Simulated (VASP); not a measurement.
# Cs (P6/mmm) in VASP: further runs

Runs on Cs. Level: r2SCAN. Tasks: single point.

Program: VASP 6.6.1. These are calculated values, not measurements. Logs are shortened: lines on timing, memory, paths and dates and some standing lists are left out, and cuts for length are marked.

**1. The cell of the first run**

The structure is hexagonal, space group P6/mmm (No. 191). The conventional cell has a = 9.078 Å, b = 9.078 Å, c = 5.425 Å, α = 90.00°, β = 90.00°, γ = 120.00°.

This isn't the form of Cs at room conditions, which is bcc.

**2. Single point, r2SCAN (129.07 Å³/atom)**

POSCAR

```
Cs
1.0
    9.0782664465      0.0000000000      0.0000000000
   -4.5391332233      7.8620093649      0.0000000000
    0.0000000000      0.0000000000      5.4252889985
Cs
3
Direct
    1.0000000000      1.0000000000      0.0000000000
    0.3333333333      0.6666666667      0.5000000000
    0.6666666667      0.3333333333      0.5000000000
```

INCAR.step1

```
PREC     = Accurate       # precision mode
ENCUT    = 520            # plane-wave cutoff, eV
ISMEAR   = -1             # smearing method
SIGMA    = 0.1            # smearing width, eV
LREAL    = False          # projectors in reciprocal space
LASPH    = True           # aspherical terms in the spheres
NELM     = 80             # most SCF steps
NBANDS   = 20             # bands
GGA      = PE             # functional
ALGO     = Normal         # electronic algorithm
EDIFF    = 1E-4           # SCF threshold, eV
LWAVE    = True           # write WAVECAR
LCHARG   = False          # write CHGCAR
```

INCAR.step2

```
PREC     = Accurate       # precision mode
ENCUT    = 520            # plane-wave cutoff, eV
EDIFF    = 1E-6           # SCF threshold, eV
ISMEAR   = -1             # smearing method
SIGMA    = 0.1            # smearing width, eV
LREAL    = False          # projectors in reciprocal space
LASPH    = True           # aspherical terms in the spheres
NELM     = 80             # most SCF steps
ALGO     = Normal         # electronic algorithm
ISIF     = 2              # what is computed and relaxed
LWAVE    = False          # write WAVECAR
LCHARG   = False          # write CHGCAR
METAGGA  = R2SCAN         # meta-GGA
LMIXTAU  = True         
NBANDS   = 20             # bands
ISTART   = 1
```

KPOINTS

```
regular mesh
0
Gamma
  5 5 7
```

Potentials or basis: VASP PAW PBE potentials, release 64 (Cs_sv).

Launch:

```console
$ cat potpaw_PBE.64/Cs_sv/POTCAR > POTCAR
$ cp INCAR.step1 INCAR
$ mpirun -np 1 vasp_std > vasp.out
$ cp INCAR.step2 INCAR
$ mpirun -np 1 vasp_std > vasp.out
```

OUTCAR:

```text
PREC = Accurate
   ENCUT = 520
   EDIFF = 1E-6
   ISMEAR = -1
   LREAL = False
   LASPH = True
   NELM = 80
   ISIF = 2
   METAGGA = R2SCAN
   ISTART = 1

 ion  position               nearest neighbor table
   1  0.000  0.000  0.000-
   2  0.333  0.667  0.500-
   3  0.667  0.333  0.500-

  LATTYP: Found a hexagonal cell.
 ALAT       =     9.0782664465
 C/A-ratio  =     0.5976128846

  Lattice vectors:

 A1 = (   9.0782664465,   0.0000000000,   0.0000000000)
 A2 = (  -4.5391332233,   7.8620093649,   0.0000000000)
 A3 = (   0.0000000000,   0.0000000000,   5.4252889985)

Analysis of symmetry for initial positions (statically):
=====================================================================
 Subroutine PRICEL returns:
 Original cell was already a primitive cell.

 Routine SETGRP: Setting up the symmetry group for a
 hexagonal supercell.

 Subroutine GETGRP returns: Found 24 space group operations
 (whereof 24 operations were pure point group operations)
 out of a pool of 24 trial point group operations.

The static configuration has the point symmetry D_6h.

Analysis of symmetry for dynamics (positions and initial velocities):
=====================================================================
 Subroutine PRICEL returns:
 Original cell was already a primitive cell.

 Routine SETGRP: Setting up the symmetry group for a
 hexagonal supercell.

 Subroutine GETGRP returns: Found 24 space group operations
 (whereof 24 operations were pure point group operations)
 out of a pool of 24 trial point group operations.

The dynamic configuration has the point symmetry D_6h.

 Subroutine INISYM returns: Found 24 space group operations
 (whereof 24 operations are pure point group operations),
 and found     1 'primitive' translations

----------------------------------------------------------------------------------------

                                     Primitive cell

  volume of cell :     387.2214

  direct lattice vectors                    reciprocal lattice vectors
     9.078266447  0.000000000  0.000000000     0.110153189  0.063596973  0.000000000
    -4.539133223  7.862009365  0.000000000     0.000000000  0.127193947  0.000000000
     0.000000000  0.000000000  5.425288999     0.000000000  0.000000000  0.184321978

  length of vectors
     9.078266447  9.078266446  5.425288999     0.127193947  0.127193947  0.184321978

  position of ions in fractional coordinates (direct lattice)
     0.000000000  0.000000000  0.000000000
     0.333333333  0.666666667  0.500000000
     0.666666667  0.333333333  0.500000000

  ion indices of the primitive-cell ions
   primitive index   ion index
                 1           1
                 2           2
                 3           3

----------------------------------------------------------------------------------------

 KPOINTS: regular mesh

Automatic generation of k-mesh.
 Grid dimensions read from file:
 generate k-points for:    5    5    7

 Generating k-lattice:

  Cartesian coordinates                     Fractional coordinates (reciprocal lattice)
     0.022030638  0.012719395  0.000000000     0.200000000  0.000000000  0.000000000
     0.000000000  0.025438789  0.000000000     0.000000000  0.200000000  0.000000000
     0.000000000  0.000000000  0.026331711     0.000000000  0.000000000  0.142857143

  Length of vectors
     0.025438789  0.025438789  0.026331711

  Shift w.r.t. Gamma in fractional coordinates (k-lattice)
     0.000000000  0.000000000  0.000000000

 Subroutine IBZKPT returns following result:
 ===========================================

 Found     20 irreducible k-points:

 Following reciprocal coordinates:
            Coordinates               Weight
  0.000000  0.000000  0.000000      1.000000
  0.200000 -0.000000  0.000000      6.000000
  0.400000  0.000000  0.000000      6.000000
  0.200000  0.200000  0.000000      6.000000
  0.400000  0.200000  0.000000      6.000000
  0.000000  0.000000  0.142857      2.000000
[... 12 lines left out ...]
  0.200000  0.200000  0.428571     12.000000
  0.400000  0.200000  0.428571     12.000000
   k-points           NKPTS =     20   k-points in BZ     NKDIM =     20   number of bands    NBANDS=     20
   number of dos      NEDOS =    301   number of ions     NIONS =      3
   total plane-waves  NPLWV = 196000
   dimension x,y,z NGX =    70 NGY =   70 NGZ =   40
   dimension x,y,z NGXF=   140 NGYF=  140 NGZF=   80
   ions per type =               3
   NGX,Y,Z   is equivalent  to a cutoff of  12.82, 12.82, 12.26 a.u.
   NGXF,Y,Z  is equivalent  to a cutoff of  25.64, 25.64, 24.51 a.u.
 SYSTEM =  unknown system
   PREC   = accura    normal or accurate (medium, high low for compatibility)
   ISTART =      1    job   : 0-new  1-cont  2-samecut
   ICHARG =      0    charge: 1-file 2-atom 10-const
   ISPIN  =      1    spin polarized calculation?
   LNONCOLLINEAR =      F non collinear calculations
   LSORBIT =      F    spin-orbit coupling
   LASPH  =      T    aspherical Exc in radial PAW
   ENCUT  =  520.0 eV  38.22 Ry    6.18 a.u.  16.88 16.88 10.09*2*pi/ulx,y,z
   NELM   =     80;   NELMIN=  2; NELMDL=  0     # of ELM steps
   EDIFF  = 0.1E-05   stopping-criterion for ELM
   LREAL  =      F    real-space projection
   EDIFFG = 0.1E-04   stopping-criterion for IOM
   NSW    =      0    number of steps for IOM
   IBRION =     -1    ionic relax: 0-MD 1-quasi-New 2-CG
   NFREE  =      0    steps in history (QN), initial steepest desc. (CG)
   ISIF   =      2    stress and relaxation
   ISYM   =      2    0-nonsym 1-usesym 2-fastsym
   POTIM  = 0.5000    time-step for ionic-motion
   TEBEG  =    0.0;   TEEND  =   0.0 temperature during run
   PSTRESS=    0.0 pullay stress
   NELECT =      27.0000    total number of electrons
   NUPDOWN=      -1.0000    fix difference up-down
   EMIN   =  10.00;   EMAX   =-10.00  energy-range for DOS
   EFERMI =   0.00;   METHOD = LEGACY
   ISMEAR =    -1;   SIGMA  =   0.10  broadening in eV -4-tet -1-fermi 0-gaus
   EFERMI_NEDOS =   21; number of points for ismear=-14 and -15
   IALGO  =     38    algorithm
   IMIX   =      4    mixing-type and parameters
     AMIX     =   0.40;   BMIX     =  1.00
     AMIX_MAG =   1.60;   BMIX_MAG =  1.00
  volume/ion in A,a.u.               =     129.07       871.03
  Fermi-wavevector in a.u.,A,eV,Ry     =   0.673819  1.273332  6.177473  0.454031
  Thomas-Fermi vector in A             =   1.750352
   LORBIT       =      0    0 simple, 1 ext, 2 COOP (PROOUT), +10 PAW based schemes
   METAGGA = R2SCAN    functional components
   LHFCALC =     F    Hartree Fock is set to
   AEXX    =    0.0000 exact exchange contribution
   IVDW    =     0    specifies the selected vdW correction
   LEPSILON=     F    determine dielectric tensor
   LRPA    =     F    only Hartree local field effects (RPA)
 non-spin polarized calculation
  energy-cutoff  :      520.00
  volume of cell :      387.22
 maximum number of plane-waves:     10478
 NGX is ok and might be reduce to    70
   NGX = 33   NGY = 33   NGZ = 21

 number of electron      27.0000003 magnetization

 Free energy of the ion-electron system (eV)
  ---------------------------------------------------
  ext. energy  EPLUGINS =         0.00000000
  ---------------------------------------------------
  free energy    TOTEN  =       -75.08907670 eV

  energy without entropy =      -74.97869456  energy(sigma->0) =      -75.03388563

 E-fermi :   0.2611     XC(G=0):  -5.3445

 val. band max:        0.2523642087   @ k =   0.2000   0.2000   0.1429
 cond. band min:       0.3986138359   @ k =   0.4000   0.2000   0.4286
 fundamental gap:      0.1462496272
 Fermi energy:         0.2611159142

 k-point     1 :       0.0000    0.0000    0.0000
  band No.  band energies     occupation
      1     -24.6445      2.00000
      2     -24.6388      2.00000
      3     -24.5283      2.00000
      4     -11.1047      2.00000
      5     -11.1047      2.00000
      6     -11.0420      2.00000
[... 12 lines left out ...]
     19       1.4735      0.00001
     20       2.7017      0.00000

 k-point     2 :       0.2000   -0.0000    0.0000
  band No.  band energies     occupation
      1     -24.6440      2.00000
      2     -24.6393      2.00000
      3     -24.5283      2.00000
      4     -11.1088      2.00000
      5     -11.1017      2.00000
      6     -11.0426      2.00000
[... 12 lines left out ...]
     19       1.9572      0.00000
     20       2.7038      0.00000

 k-point     3 :       0.4000    0.0000    0.0000
  band No.  band energies     occupation
      1     -24.6429      2.00000
      2     -24.6404      2.00000
      3     -24.5283      2.00000
      4     -11.1144      2.00000
      5     -11.0913      2.00000
      6     -11.0515      2.00000
[... 12 lines left out ...]
     19       2.2523      0.00000
     20       2.2602      0.00000

 k-point     4 :       0.2000    0.2000    0.0000
  band No.  band energies     occupation
      1     -24.6432      2.00000
      2     -24.6401      2.00000
      3     -24.5283      2.00000
      4     -11.1123      2.00000
      5     -11.0946      2.00000
      6     -11.0505      2.00000
[... 12 lines left out ...]
     19       2.2404      0.00000
     20       2.3788      0.00000

 k-point     5 :       0.4000    0.2000    0.0000
  band No.  band energies     occupation
      1     -24.6422      2.00000
      2     -24.6411      2.00000
      3     -24.5283      2.00000
      4     -11.1141      2.00000
      5     -11.0837      2.00000
      6     -11.0634      2.00000
[... 12 lines left out ...]
     19       2.2235      0.00000
     20       2.2397      0.00000
[... 261 lines left out ...]
      6     -11.0919      2.00000
[... 12 lines left out ...]
     19       2.1152      0.00000
     20       2.3014      0.00000

 k-point    18 :       0.4000    0.0000    0.4286
  band No.  band energies     occupation
      1     -24.6407      2.00000
      2     -24.6382      2.00000
      3     -24.5261      2.00000
      4     -11.1015      2.00000
      5     -11.1014      2.00000
      6     -11.0907      2.00000
[... 12 lines left out ...]
     19       1.7052      0.00000
     20       2.3097      0.00000

 k-point    19 :       0.2000    0.2000    0.4286
  band No.  band energies     occupation
      1     -24.6410      2.00000
      2     -24.6380      2.00000
      3     -24.5261      2.00000
      4     -11.1035      2.00000
      5     -11.1018      2.00000
      6     -11.0900      2.00000
[... 12 lines left out ...]
     19       1.9863      0.00000
     20       2.1833      0.00000

 k-point    20 :       0.4000    0.2000    0.4286
  band No.  band energies     occupation
      1     -24.6400      2.00000
      2     -24.6389      2.00000
      3     -24.5261      2.00000
      4     -11.1070      2.00000
      5     -11.0991      2.00000
      6     -11.0936      2.00000
[... 12 lines left out ...]
     19       1.9648      0.00000
     20       2.3726      0.00000

------------------------ aborting loop because EDIFF is reached ----------------------------------------

  FORCE on cell =-STRESS in cart. coord.  units (eV):
  Direction    XX          YY          ZZ          XY          YZ          ZX
  --------------------------------------------------------------------------------------
  -------------------------------------------------------------------------------------
  Total       -0.1651665     -0.1651665     -0.1938645      0.0000000      0.0000000      0.0000000
  in kB       -0.6833974     -0.6833974     -0.8021389      0.0000000      0.0000000      0.0000000
  external PRESSURE =      -0.7229779 kB  Pullay stress =       0.0000000 kB

 VOLUME and BASIS-vectors are now :
 -----------------------------------------------------------------------------
  energy-cutoff  :      520.00
  volume of cell :      387.22
      direct lattice vectors                 reciprocal lattice vectors
     9.078266447  0.000000000  0.000000000     0.110153189  0.063596973  0.000000000
    -4.539133223  7.862009365  0.000000000     0.000000000  0.127193947  0.000000000
     0.000000000  0.000000000  5.425288999     0.000000000  0.000000000  0.184321978

 POSITION                                       TOTAL-FORCE (eV/Angst)
 -----------------------------------------------------------------------------------
      0.00000      0.00000      0.00000         0.000000      0.000000      0.000000
     -0.00000      5.24134      2.71264        -0.000000     -0.000000      0.000000
      4.53913      2.62067      2.71264         0.000000      0.000000      0.000000
 -----------------------------------------------------------------------------------
    total drift:                                0.000000     -0.000000     -0.000000

  FREE ENERGIE OF THE ION-ELECTRON SYSTEM (eV)
  ---------------------------------------------------
  free  energy   TOTEN  =       -75.0890766988 eV

  energy  without entropy=      -74.9786945633  energy(sigma->0) =      -75.03388563
```

It took 5.6 min on 1 thread of Intel Xeon 6975P-C (Granite Rapids), shared host; peak memory 0.52 GiB.

What came out:

| Property | Result |
| --- | --- |
| Free energy | -75.0891 eV |
| Pressure | -0.1 GPa |
| Band gap on the k mesh | zero (an odd number of electrons rules out a gap without spin polarisation) |

Caveat: the PAW data sets were made with another functional, which shifts forces and pressure a little; spin-orbit coupling is left out, which moves the levels of the heavy elements.

**3. Single point, r2SCAN (134.04 Å³/atom)**

This run uses another cell than the first one, of 134.04 Å³/atom.

POSCAR

```
Cs
1.0
    9.1931934121      0.0000000000      0.0000000000
   -4.5965967061      7.9615390367      0.0000000000
    0.0000000000      0.0000000000      5.4939708339
Cs
3
Direct
    1.0000000000      1.0000000000      0.0000000000
    0.3333333333      0.6666666667      0.5000000000
    0.6666666667      0.3333333333      0.5000000000
```

INCAR.step1

```
SYSTEM = Cs
  ALGO = Normal
  EDIFF = 1E-4
  ENCUT = 520
  GGA = PE
  ISMEAR = -1
  LASPH = .True.
  LCHARG = .False.
  LREAL = .False.
  LWAVE = .True.
  NBANDS = 20
  NELM = 60
  PREC = Accurate
  SIGMA = 0.1
```

INCAR.step2

```
SYSTEM = Cs
  ALGO = Normal
  EDIFF = 1E-6
  ENCUT = 520
  ISIF = 2
  ISMEAR = -1
  ISTART = 1
  LASPH = .True.
  LCHARG = .True.
  LELF = .True.
  LMIXTAU = .True.
  LREAL = .False.
  LVHAR = .True.
  LWAVE = .False.
  METAGGA = R2SCAN
  NBANDS = 20
  NELM = 60
  PREC = Accurate
  SIGMA = 0.1
```

KPOINTS

```
k-points
0
Gamma
  5 5 7
  0 0 0
```

Potentials or basis: VASP PAW PBE potentials, release 64 (Cs_sv).

Launch:

```console
$ cat potpaw_PBE.64/Cs_sv/POTCAR > POTCAR
$ cp INCAR.step1 INCAR
$ mpirun -np 1 vasp_std > vasp.out
$ cp INCAR.step2 INCAR
$ mpirun -np 1 vasp_std > vasp.out
```

Run time: 8.1 min. Hardware: 1 thread of Intel Xeon 6975P-C (Granite Rapids), shared host; peak memory 0.55 GiB.

Results (log left out):

* Free energy: -75.0801 eV
* Pressure: -0.1 GPa
* Band gap on the k mesh: zero (an odd number of electrons rules out a gap without spin polarisation)

Levels at points of the mesh, in eV from the Fermi level:
| k point | band 10 | band 11 | band 12 | band 13 | band 14 | band 15 | band 16 | band 17 |
| --- | --- | --- | --- | --- | --- | --- | --- | --- |
| (0.00, 0.00, 0.00) | -11.23 | -11.23 | -11.21 | -1.63 | 0.80 | 0.80 | 0.83 | 0.83 |

Caveat: the PAW data sets were made with another functional, which shifts forces and pressure a little; spin-orbit coupling is left out, which moves the levels of the heavy elements.

**4. Single point, r2SCAN (139.00 Å³/atom)**

This run uses another cell than the first one, of 139.00 Å³/atom.

POSCAR

```
Cs
1.0
    9.3053165771      0.0000000000      0.0000000000
   -4.6526582886      8.0586405460      0.0000000000
    0.0000000000      0.0000000000      5.5609770820
Cs
3
Direct
    1.0000000000      1.0000000000      0.0000000000
    0.3333333333      0.6666666667      0.5000000000
    0.6666666667      0.3333333333      0.5000000000
```

INCAR.step1

```
  PREC = Accurate
  ENCUT = 520
  ISMEAR = -1
  SIGMA = 0.1
  LREAL = False
  LASPH = True
  NELM = 60
  NBANDS = 20
  GGA = PE
  ALGO = Normal
  EDIFF = 1E-4
  LWAVE = True
  LCHARG = False
```

INCAR.step2

```
  PREC = Accurate
  ENCUT = 520
  EDIFF = 1E-7
  ISMEAR = -1
  SIGMA = 0.1
  LREAL = False
  LASPH = True
  NELM = 60
  ALGO = Normal
  ISIF = 2
  LWAVE = False
  LCHARG = False
  METAGGA = R2SCAN
  LMIXTAU = True
  NBANDS = 20
  ISTART = 1
```

KPOINTS

```
regular mesh
0
Gamma
  5 5 7
```

Launch:

```console
$ cat potpaw_PBE.64/Cs_sv/POTCAR > POTCAR
$ cp INCAR.step1 INCAR
$ mpirun -np 1 vasp_std > vasp.out
$ cp INCAR.step2 INCAR
$ mpirun -np 1 vasp_std > vasp.out
```

It took 9 min on 1 thread of Intel Xeon 6975P-C (Granite Rapids), shared host; peak memory 0.54 GiB.

The run converged. Its results:

- Free energy: -75.0666 eV
- Pressure: -0.2 GPa
- Band gap on the k mesh: zero (an odd number of electrons rules out a gap without spin polarisation)

Levels at points of the mesh, in eV from the Fermi level:
```
           k point  band 9  band 10  band 11  band 12  band 13  band 14  band 15  band 16  band 17  band 18
(0.00, 0.00, 0.00)  -11.33   -11.26   -11.26   -11.24    -1.59     0.79     0.79     0.82     0.82     0.87
```

Caveat: the PAW data sets were made with another functional, which shifts forces and pressure a little; spin-orbit coupling is left out, which moves the levels of the heavy elements.

**5. Summary**

| cell | gap on the mesh (eV) | pressure (GPa) |
| --- | --- | --- |
| a = 9.078, b = 9.078, c = 5.425 Å, angles 90.0, 90.0, 120.0°, 3 atoms | none | -0.1 |
| a = 9.193, b = 9.193, c = 5.494 Å, angles 90.0, 90.0, 120.0°, 3 atoms | none | -0.1 |
| a = 9.305, b = 9.305, c = 5.561 Å, angles 90.0, 90.0, 120.0°, 3 atoms | none | -0.2 |

Alike in all rows: task single point; level r2SCAN; potentials or basis VASP PAW PBE potentials, release 64 (Cs_sv); no spin polarisation; k mesh 5 × 5 × 7; cutoff (eV) 520; smearing fermi-dirac 0.1 eV.

Caveats: the PAW data sets were made with another functional, which shifts forces and pressure a little; spin-orbit coupling is left out, which moves the levels of the heavy elements.

Total energies depend on the potentials used, so only differences within one code and one set of settings carry meaning.
